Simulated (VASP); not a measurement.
Al3B2P:

```xyz
6
Lattice="5.4591 0.0000 0.0000 -2.7295 4.7277 0.0000 0.0000 0.0000 5.0475" Properties=species:S:1:pos:R:3 pbc="T T T"
Al    2.7295    0.0000    0.0000
Al   -1.3648    2.3639    0.0000
Al    1.3648    2.3639    0.0000
B     0.0000    0.0000    1.7517
B     0.0000    0.0000    3.2958
P     0.0000    0.0000    0.0000
```

The cell was built from a structure type or drawn by symmetry, and may not be a known phase.

| Property | Result |
| --- | --- |
| Program | VASP 6.6.1 |
| Task | relaxation of cell and atoms |
| Functional | PBE |
| Potentials or basis | VASP PAW PBE potentials, release 64 (Al, B, P) |
| Cutoff | 600 eV |
| k mesh | 12 × 12 × 8 |
| Occupations | gaussian, width 0.1 eV |
| Spin | no spin polarisation |

At the start: pressure -0.5 GPa; volume 21.71 Å³/atom.

How do energy, volume and symmetry change on relaxing?

Over 10 steps the energy falls by 2.0 meV/atom and the volume is 21.31 Å³/atom (-1.9 %); space group P6/mmm (No. 191, to 0.1 Å) before and after.

Step by step:
| step | energy change (eV) | largest force (eV/Å) | pressure (GPa) | volume (Å³) |
| --- | --- | --- | --- | --- |
| 1 | 0.0000 | 0.3330 | -0.55 | 130.27 |
| 2 | -0.0016 | 0.8156 | -0.34 | 128.87 |
| 3 | -0.0067 | 0.2782 | -0.47 | 129.52 |
| 4 | -0.0115 | 0.0357 | -0.09 | 127.77 |
| 5 | -0.0118 | 0.0162 | -0.16 | 128.07 |
| 6 | -0.0119 | 0.0320 | 0.09 | 127.70 |
| 7 | -0.0120 | 0.0132 | -0.01 | 127.85 |
| 8 | -0.0120 | 0.0128 | -0.01 | 127.85 |
| 9 | -0.0120 | 0.0213 | 0.00 | 127.83 |
| 10 | -0.0120 | 0.0004 | 0.00 | 127.84 |

Final structure:
```
CELL_PARAMETERS angstrom
5.40130 0.00000 0.00000
-2.70065 4.67767 0.00000
0.00000 0.00000 5.05994
ATOMIC_POSITIONS crystal
Al 0.50000 0.00000 0.00000
Al 0.00000 0.50000 0.00000
Al 0.50000 0.50000 0.00000
B 0.00000 0.00000 0.34799
B 0.00000 0.00000 0.65201
P 0.00000 0.00000 0.00000
```
